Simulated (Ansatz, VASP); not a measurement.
**One calculation of InPd, two programs**

```
In Pd
1.0
     2.91506    0.00000    0.00000
     0.00000    2.91506    0.00000
     0.00000    0.00000    4.12190
In Pd
1 1
Cartesian
  0.0000 0.0000 0.0000
  1.4575 1.4575 2.0610
```

Alike in both runs: task single point; functional LDA; k mesh 16 × 16 × 16; occupations gaussian, width 0.15 eV; no spin polarisation.

```csv
,VASP,Ansatz
version,VASP 6.6.1,Ansatz 0.2.0
potentials or method,"VASP PAW LDA potentials, release 64 (In_d, Pd), cutoff 520 eV","scalar-relativistic, plane waves, PAW"
valence electrons in the cell,23,31
```

Ansatz gave:

```
gap on the k mesh at the Fermi level (eV)                     : none
pressure (GPa)                                                : -6.2
traceless stress, the component that is largest in VASP (GPa) : -7.08
```

Task: Estimate VASP's values.

Result: gap on the k mesh at the Fermi level (eV): none; pressure (GPa): -5.8; traceless stress, the component that is largest in VASP (GPa): -7.11.

LDA's correlation is that of Perdew and Zunger in VASP and of Perdew and Wang (1992) in Ansatz. A gap of «none» marks a metal or a gap that the smearing closes. VASP's potentials hold 23 valence electrons a cell and Ansatz's 31, so a difference there can come from the potentials and not from the codes.
